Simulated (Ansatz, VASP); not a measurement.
## Two plane-wave programs on Eu

The input INCAR:

```
SYSTEM = Eu
PREC = Accurate
ENCUT = 520
EDIFF = 1E-7
ISMEAR = 0
SIGMA = 0.05
LREAL = .FALSE.
LASPH = .TRUE.
NELM = 150
ALGO = Normal
ISIF = 2
LWAVE = .FALSE.
LCHARG = .FALSE.
LNONCOLLINEAR = .TRUE.
MAGMOM = 0 0 7.08
LORBIT = 11
LSORBIT = .TRUE.
GGA_COMPAT = .FALSE.
LORBMOM = .TRUE.
LMAXMIX = 6
GGA = PE
NBANDS = 28
```

Contents of KPOINTS:

```
regular mesh
0
G
  14 14 14
  0 0 0
```

Contents of POSCAR:

```
Eu
1.0
   -2.1943825301      2.1943825301      2.1943825301
    2.1943825301     -2.1943825301      2.1943825301
    2.1943825301      2.1943825301     -2.1943825301
Eu
1
Direct
    0.0000000000      0.0000000000      0.0000000000
```

Input for Ansatz:

```yaml
crystal:
  lattice:
    - [-2.1943825301, 2.1943825301, 2.1943825301]
    - [2.1943825301, -2.1943825301, 2.1943825301]
    - [2.1943825301, 2.1943825301, -2.1943825301]
  atoms:
    - { symbol: Eu, position: [0.0, 0.0, 0.0], spin: 7.08, spin_axis: [0.0, 0.0, 1.0] }
basis:
  ecutwfc: 420
  ecutrho_ratio: 4
kpoints:
  mp_grid: { grid: [14, 14, 14] }
hamiltonian:
  xc: pbe
scf:
  occupations: { method: gaussian, width: 0.05 }
output:
  forces: true
  stress: true
  eigenvalues: true
  populations: true
  hubbard: { sites: [{ species: Eu, l: f }] }
magnetization:
  noncollinear: true
  spin_orbit: true
```

Alike in both runs: task single point; functional PBE; k mesh 14 × 14 × 14; occupations gaussian, width 0.05 eV; non-collinear spin, spin-orbit coupling.

```csv
,VASP,Ansatz
version,VASP 6.6.1,Ansatz 0.2.0
potentials or method,"VASP PAW PBE potentials, release 64 (Eu), cutoff 520 eV","plane waves, PAW"
valence electrons in the cell,17,17
```

Ansatz gave:

```
pressure (GPa)           : -0.2
net moment per atom (μB) : 7.20
```

Question: Which values does VASP return?

Answer: Pressure (GPa): -0.4; net moment per atom (μB): 7.19.

With one functional, cell and mesh, what is left measures potentials, basis and numerics. Ansatz's warnings: stress scf threshold loose.
